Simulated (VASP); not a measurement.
# H8C3 in VASP: further runs, part 2 of 2

VASP 6.6.1. Earlier steps stand in the parts before.

### Step 3. Single point, PBE+D3(BJ)

INCAR

```
SYSTEM = H8C3
PREC     = Accurate       ! precision mode
ENCUT    = 520            ! plane-wave cutoff, eV
EDIFF    = 1E-7           ! SCF threshold, eV
ISMEAR   = -1             ! smearing method
SIGMA    = 0.02           ! smearing width, eV
LREAL    = Auto         
LASPH    = .TRUE.         ! aspherical terms in the spheres
NELM     = 60             ! most SCF steps
ALGO     = Normal         ! electronic algorithm
ISIF     = 2              ! what is computed and relaxed
LWAVE    = .FALSE.        ! write WAVECAR
LCHARG   = .FALSE.        ! write CHGCAR
GGA      = PE             ! functional
IVDW     = 12             ! dispersion correction
NBANDS   = 52             ! bands
```

KPOINTS

```
regular mesh
0
G
  1 1 1
  0 0 0
```

POSCAR

```
H8C3
1.0
    8.2694670000      0.0000000000      0.0000000000
    0.0000000000      8.2694670000      0.0000000000
    0.0000000000      0.0000000000      8.2694670000
C H
9 24
Direct
    0.6707324668      0.3727567932      0.4725213850
    0.5861441856      0.2318045407      0.4879758272
    0.5253663870      0.3488737545     -0.0618540469
    0.5086784916      0.4460746986      0.0739225394
    0.0505111152      0.1634325405      0.3421623183
    0.1464423281      0.0359878091      0.3528522455
    0.7588880880      0.8083955109      0.1108052067
    0.0285024416      0.6066654598      0.7794093622
    0.1221844165      0.5452104712      0.2254800702
    0.7470251710      0.4202810169      0.3888642400
    0.6710347837      0.4315392999      0.5894454866
    0.5853702542      0.1253043274      0.4208977435
    0.5104319299      0.2205583504      0.5853339762
    0.5976564149      0.3916576486     -0.1744368772
    0.4536689003      0.2346825980     -0.0765466505
    0.5458271978      0.5676302959      0.0615154520
    0.4403911401      0.4119733473      0.1861909601
    0.0188766700      0.2179705173      0.2298818050
    0.0057319293      0.2231099054      0.4523266131
    0.1810273867     -0.0181269240      0.2364844070
    0.1720183417     -0.0299535629      0.4699577373
    0.6445397267      0.8200649449      0.0524822216
    0.7928685126      0.9303380738      0.1654157396
    0.8640097361      0.7542686850      0.0498581106
    0.7517655007      0.7271206234      0.2187565414
    0.0589397116      0.7341101911      0.7574611520
   -0.0663283377      0.5914649638      0.8612405128
    0.1317618173      0.5448355982      0.8269335859
    0.0302075091      0.5599272601      0.6569468141
   -0.0091541571      0.5769658431      0.2261572602
    0.1825510641      0.5285104832      0.1136953567
    0.1473613717      0.4298584177      0.2795101546
    0.1905685094      0.6360143888      0.2855323082
```

Potentials or basis: VASP PAW PBE potentials, release 64 (C, H).

Run with:

```sh
$ cat potpaw_PBE.64/C/POTCAR potpaw_PBE.64/H/POTCAR > POTCAR
$ mpirun -np 1 vasp_gam > vasp.out
```

OUTCAR:

```text
SYSTEM = H8C3
   PREC = Accurate
   ENCUT = 520
   EDIFF = 1E-7
   ISMEAR = -1
   LREAL = Auto
   LASPH = .TRUE.
   NELM = 60
   ISIF = 2
   GGA = PE
   IVDW = 12
 IVDW          = 12

 ion  position               nearest neighbor table
   1  0.671  0.373  0.473-  10 1.02  11 1.08   2 1.37
   2  0.586  0.232  0.488-  13 1.02  12 1.04   1 1.37
   3  0.525  0.349  0.938-  15 1.12  14 1.16   4 1.39
   4  0.509  0.446  0.074-  16 1.06  17 1.12   3 1.39
   5  0.051  0.163  0.342-  18 1.06  19 1.10   6 1.32
   6  0.146  0.036  0.353-  20 1.10  21 1.13   5 1.32
   7  0.759  0.808  0.111-  22 1.07  24 1.10  25 1.12  23 1.14
   8  0.029  0.607  0.779-  27 1.04  28 1.07  29 1.08  26 1.10
   9  0.122  0.545  0.225-  31 1.06  33 1.06  32 1.07  30 1.12
  10  0.747  0.420  0.389-   1 1.02
  11  0.671  0.432  0.589-   1 1.08
  12  0.585  0.125  0.421-   2 1.04
  13  0.510  0.221  0.585-   2 1.02
  14  0.598  0.392  0.826-   3 1.16
  15  0.454  0.235  0.923-   3 1.12
[... 16 lines left out ...]
  32  0.147  0.430  0.280-   9 1.07
  33  0.191  0.636  0.286-   9 1.06

  LATTYP: Found a simple cubic cell.
 ALAT       =     8.2694670000

[... 223 lines left out ...]
 Fermi energy:        -4.1125554280

 k-point     1 :       0.0000    0.0000    0.0000
  band No.  band energies     occupation
      1     -17.1338      2.00000
      2     -17.0724      2.00000
      3     -16.6725      2.00000
      4     -15.5223      2.00000
      5     -15.3707      2.00000
      6     -15.2370      2.00000
[... 34 lines left out ...]
     41       3.2359      0.00000
     42       3.3997      0.00000
 [bands above 42 left out]

------------------------ aborting loop because EDIFF is reached ----------------------------------------

 Edisp (eV)   -0.83877

 E8    (eV) :    -0.1863

  FORCE on cell =-STRESS in cart. coord.  units (eV):
  Direction    XX          YY          ZZ          XY          YZ          ZX
  --------------------------------------------------------------------------------------
  -------------------------------------------------------------------------------------
  Total       1.81256     1.15186     1.72514     0.29302     0.78480    -0.59775
  in kB       5.13534     3.26346     4.88767     0.83020     2.22349    -1.69356
  external pressure =        4.43 kB  Pullay stress =        0.00 kB

 VOLUME and BASIS-vectors are now :
 -----------------------------------------------------------------------------
  energy-cutoff  :      520.00
  volume of cell :      565.50
      direct lattice vectors                 reciprocal lattice vectors
     8.269467000  0.000000000  0.000000000     0.120926778  0.000000000  0.000000000
     0.000000000  8.269467000  0.000000000     0.000000000  0.120926778  0.000000000
     0.000000000  0.000000000  8.269467000     0.000000000  0.000000000  0.120926778

 POSITION                                       TOTAL-FORCE (eV/Angst)
 -----------------------------------------------------------------------------------
      5.54660      3.08250      3.90750        -2.427046     -2.719774      3.104360
      4.84710      1.91690      4.03530         2.046507      2.419093     -1.284500
      4.34450      2.88500      7.75797        -0.342576      1.158118      0.519929
      4.20650      3.68880      0.61130        -0.762874     -2.440275     -1.746885
      0.41770      1.35150      2.82950        -0.090673      0.393225      1.612865
      1.21100      0.29760      2.91790        -0.007879     -1.267815      0.093974
[... 25 lines left out ...]
      1.21860      3.55470      2.31140        -0.238106     -0.453445      0.886519
      1.57590      5.25950      2.36120         0.441890      0.875456      0.808510
 -----------------------------------------------------------------------------------
    total drift:                                0.015143     -0.004716     -0.013421

  FREE ENERGIE OF THE ION-ELECTRON SYSTEM (eV)
  ---------------------------------------------------
  free  energy   TOTEN  =      -167.1145856504 eV

  energy  without entropy=     -167.1145856504  energy(sigma->0) =     -167.11458565
```

stdout:

```text
POSCAR found type information on POSCAR C H
 POSCAR found :  2 types and      33 ions
 scaLAPACK will be used
 LDA part: xc-table for (Slater+PW92), standard interpolation
 POSCAR, INCAR and KPOINTS ok, starting setup
 FFT: planning ... GRIDC
 FFT: planning ... GRID_SOFT
 FFT: planning ... GRID
 WAVECAR not read
 entering main loop
```

Wall time 42 s (1 thread of Intel Xeon 6975P-C (Granite Rapids), shared host); peak memory 0.48 GiB.

Results:

```yaml
Free_energy: -167.1146 eV
Pressure: 0.4 GPa
Largest_force: 4.788 eV/Å
Band_gap_on_the_k_mesh: 4.87 eV
Dispersion_energy_per_atom: -0.025 eV
```

Forces on the atoms (eV/Å):
```
C   -2.427 -2.720  3.104
C    2.047  2.419 -1.284
C   -0.343  1.158  0.520
C   -0.763 -2.440 -1.747
C   -0.091  0.393  1.613
C   -0.008 -1.268  0.094
C    1.664  0.502  2.549
C    2.066  0.838 -1.573
C   -0.804 -0.132  0.395
H    1.841  0.534 -2.393
H   -0.243  1.114 -0.013
H    0.114 -1.173 -1.931
H   -1.335 -0.130  2.484
H   -1.065 -0.470  1.576
H    0.901  0.479  0.283
H    0.809  1.078  0.344
H    0.485  0.057 -0.963
H   -0.231  0.248 -0.790
H   -0.098 -0.075 -0.266
H    0.346 -0.267  0.436
H    0.000  0.689 -1.074
H   -0.569 -0.210 -0.797
H   -0.136 -0.956 -0.689
H   -0.460  0.502 -0.678
H   -0.537  0.360 -0.328
H   -0.033  0.116  0.553
H   -1.777 -0.358  0.499
H    0.947 -0.112  0.752
H   -1.199 -0.535 -0.356
H    0.828 -0.335 -0.339
H   -0.135  0.272 -1.674
H   -0.238 -0.453  0.887
H    0.442  0.875  0.809
```

Caveat: the k points lie up to 0.76 Å⁻¹ apart.

### Step 4. Single point, PBE+D3(BJ)

INCAR: that of step 3 with these lines changed.

```diff
@@ -3,3 +3,3 @@
 ENCUT    = 520            ! plane-wave cutoff, eV
-EDIFF    = 1E-7           ! SCF threshold, eV
+EDIFF    = 1E-6           ! SCF threshold, eV
 ISMEAR   = -1             ! smearing method
@@ -8,3 +8,3 @@
 LASPH    = .TRUE.         ! aspherical terms in the spheres
-NELM     = 60             ! most SCF steps
+NELM     = 80             ! most SCF steps
 ALGO     = Normal         ! electronic algorithm
```

KPOINTS is that of step 3.

POSCAR

```
H8C3
1.0
    8.2694670000      0.0000000000      0.0000000000
    0.0000000000      8.2694670000      0.0000000000
    0.0000000000      0.0000000000      8.2694670000
C H
9 24
Direct
    0.6982433088      0.4117194010      0.4394720966
    0.5982852341      0.2902000818      0.4335829625
    0.5566138664      0.3499620955     -0.0832097159
    0.4796076942      0.4591710687      0.0051635734
    0.0423122796      0.1228132357      0.3801696046
    0.1366230738     -0.0111252636      0.3714749693
    0.7707026342      0.8450121392      0.1030538002
    0.0150674765      0.5860837222      0.7983827736
    0.1198626223      0.5780783695      0.2624352936
    0.8156511175      0.3687178388      0.4186847834
    0.6649884448      0.5312313357      0.4773947341
    0.6440318342      0.1712444103      0.4186726908
    0.4736218187      0.2885071069      0.4537293637
    0.6357967206      0.3825639548     -0.1859732919
    0.5247012897      0.2142580652     -0.0794851712
    0.4940947222      0.5843423766     -0.0350687656
    0.4181285203      0.4101352602      0.1059318575
    0.0420946114      0.2118637150      0.2869350588
   -0.0310056259      0.1317013539      0.4859563500
    0.2290111322     -0.0369068526      0.2774543994
    0.1308911445     -0.1048072385      0.4686759135
    0.7603029313      0.9231066525     -0.0005562632
    0.8097740761      0.9254647246      0.1989850132
    0.8718578839      0.7636646957      0.0630512220
    0.6658712103      0.7701947417      0.1172022332
    0.0896913912      0.6678060388      0.8694877191
   -0.1069597351      0.6412867964      0.8016236113
   -0.0040268617      0.4635123400      0.8345036022
    0.0547314597      0.5857814053      0.6700673695
    0.0343190196      0.4853033454      0.2109083935
    0.1510133604      0.6755695379      0.1733122582
    0.2286725372      0.5163089713      0.2988826245
    0.0375114865      0.6312498738      0.3485956229
```

Potentials or basis: VASP PAW PBE potentials, release 64 (C, H).

Run with:

```sh
$ cat potpaw_PBE.64/C/POTCAR potpaw_PBE.64/H/POTCAR > POTCAR
$ mpirun -np 1 vasp_gam > vasp.out
```

OUTCAR:

```text
SYSTEM = H8C3
   PREC = Accurate
   ENCUT = 520
   EDIFF = 1E-6
   ISMEAR = -1
   LREAL = Auto
   LASPH = .TRUE.
   NELM = 80
   ISIF = 2
   GGA = PE
   IVDW = 12
 IVDW          = 12

 ion  position               nearest neighbor table
   1  0.698  0.412  0.439-  10 1.05  11 1.07   2 1.30
   2  0.598  0.290  0.434-  13 1.04  12 1.06   1 1.30
   3  0.557  0.350  0.917-  14 1.11  15 1.15   4 1.32
   4  0.480  0.459  0.005-  17 1.06  16 1.09   3 1.32
[... 313 lines left out ...]
  -------------------------------------------------------------------------------------
  Total       4.25820    -0.14734     2.88503    -0.24180     0.63826    -0.43957
  in kB      12.06434    -0.41743     8.17390    -0.68506     1.80831    -1.24538
  external pressure =        6.61 kB  Pullay stress =        0.00 kB

 VOLUME and BASIS-vectors are now :
 -----------------------------------------------------------------------------
  energy-cutoff  :      520.00
  volume of cell :      565.50
      direct lattice vectors                 reciprocal lattice vectors
     8.269467000  0.000000000  0.000000000     0.120926778  0.000000000  0.000000000
     0.000000000  8.269467000  0.000000000     0.000000000  0.120926778  0.000000000
     0.000000000  0.000000000  8.269467000     0.000000000  0.000000000  0.120926778

 POSITION                                       TOTAL-FORCE (eV/Angst)
 -----------------------------------------------------------------------------------
      5.77410      3.40470      3.63420        -0.181385      0.319153      0.391119
      4.94750      2.39980      3.58550        -0.560452     -1.001886      0.122116
      4.60290      2.89400      7.58137        -0.092189     -1.968680     -1.507907
      3.96610      3.79710      0.04270         1.054930     -0.063951     -1.121160
      0.34990      1.01560      3.14380         1.437496     -2.149560     -0.057730
      1.12980      8.17747      3.07190         0.026330      0.185639      0.368147
[... 25 lines left out ...]
      1.89100      4.26960      2.47160         0.285966     -0.015025      0.763653
      0.31020      5.22010      2.88270         0.429897      0.345462      1.066166
 -----------------------------------------------------------------------------------
    total drift:                               -0.001370     -0.003024     -0.008908

  FREE ENERGIE OF THE ION-ELECTRON SYSTEM (eV)
  ---------------------------------------------------
  free  energy   TOTEN  =      -167.6920082669 eV

  energy  without entropy=     -167.6920082668  energy(sigma->0) =     -167.69200827
```

stdout:

```text
POSCAR found type information on POSCAR C H
 POSCAR found :  2 types and      33 ions
 scaLAPACK will be used
 LDA part: xc-table for (Slater+PW92), standard interpolation
 POSCAR, INCAR and KPOINTS ok, starting setup
 FFT: planning ... GRIDC
 FFT: planning ... GRID_SOFT
 FFT: planning ... GRID
 WAVECAR not read
 entering main loop
```

Wall time 39 s (1 thread of Intel Xeon 6975P-C (Granite Rapids), shared host); peak memory 0.5 GiB.

What came out:

```
Free energy                : -167.6920 eV
Pressure                   : 0.7 GPa
Largest force              : 2.587 eV/Å
Band gap on the k mesh     : 5.03 eV
Dispersion energy per atom : -0.025 eV
```

Forces in eV/Å, atoms in the order of the input:
```
C   -0.181  0.319  0.391
C   -0.560 -1.002  0.122
C   -0.092 -1.969 -1.508
C    1.055 -0.064 -1.121
C    1.437 -2.150 -0.058
C    0.026  0.186  0.368
C    1.777 -0.394 -1.099
C   -1.020  1.193 -1.409
C   -1.248 -0.066 -1.720
H    1.922  0.624 -0.129
H    0.100  0.660 -0.199
H    0.534 -1.061 -0.523
H   -1.846  0.489  0.362
H   -0.351 -0.037  0.237
H    0.752  1.500  0.475
H   -0.210  0.132  0.882
H   -1.137  0.414  0.980
H   -0.029  0.715 -0.423
H   -0.754  0.428  0.465
H   -0.627  0.279  0.189
H    0.029  0.581 -0.492
H   -0.580  0.477 -0.705
H   -0.150 -0.294  0.670
H   -0.401  0.347  0.688
H   -0.717 -0.103  0.490
H    0.427 -0.480  0.330
H    0.152 -0.043 -0.194
H    0.458 -0.772  0.743
H   -0.027  0.069  0.438
H    0.817  0.507 -0.386
H   -0.273 -0.819  0.306
H    0.286 -0.015  0.764
H    0.430  0.345  1.066
```

Stress tensor (GPa, compression positive):
```
 1.21 -0.07 -0.12
-0.07 -0.04  0.18
-0.12  0.18  0.82
```

Caveat: the k points lie up to 0.76 Å⁻¹ apart; the atoms stand as in a frame of molecular dynamics.

### Step 5. Overview

```csv
cell,gap on the mesh (eV),pressure (GPa),largest force (eV/Å)
"as given, atomic positions A",5.12,-0.7,3.01
"as given, atomic positions B",4.87,0.4,4.79
"as given, atomic positions C",5.03,0.7,2.59
```

Alike in all rows: task single point; level PBE+D3(BJ); potentials or basis VASP PAW PBE potentials, release 64 (C, H); no spin polarisation; k mesh 1 × 1 × 1; cutoff (eV) 520; smearing fermi-dirac 0.02 eV.

Caveats: all runs use coarse meshes; the atoms stand as in a frame of molecular dynamics (at least some runs).

Total energies depend on the potentials used, so only differences within one code and one set of settings carry meaning.
